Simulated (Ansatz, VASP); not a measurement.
Ti: VASP beside Ansatz

```
Ti
1.0
     0.00000    1.82730    1.82730
     1.82730    0.00000    1.82730
     1.82730    1.82730    0.00000
Ti
1
Direct
  0.00000 0.00000 0.00000
```

Change from the starting cell: volume scaled by 0.76, LAPW.

Alike in both runs: task single point; functional LDA; k mesh 18 × 18 × 18; occupations fermi-dirac, width 0.1 eV; no spin polarisation.

|  | VASP | Ansatz |
| --- | --- | --- |
| version | VASP 6.6.1 | Ansatz 0.2.0 |
| potentials or method | VASP PAW LDA potentials, release 64 (Ti_sv), cutoff 520 eV | all-electron LAPW, scalar-relativistic |

|  | VASP | Ansatz | Ansatz less VASP |
| --- | --- | --- | --- |
| pressure (GPa) | 51.1 | 51.7 | +0.67 |

LDA's correlation is that of Perdew and Zunger in VASP and of Perdew and Wang (1992) in Ansatz. Both programs put the cell under a high pressure, so it lies far from rest at this level. Ansatz ran all-electron here, and VASP with PAW potentials.
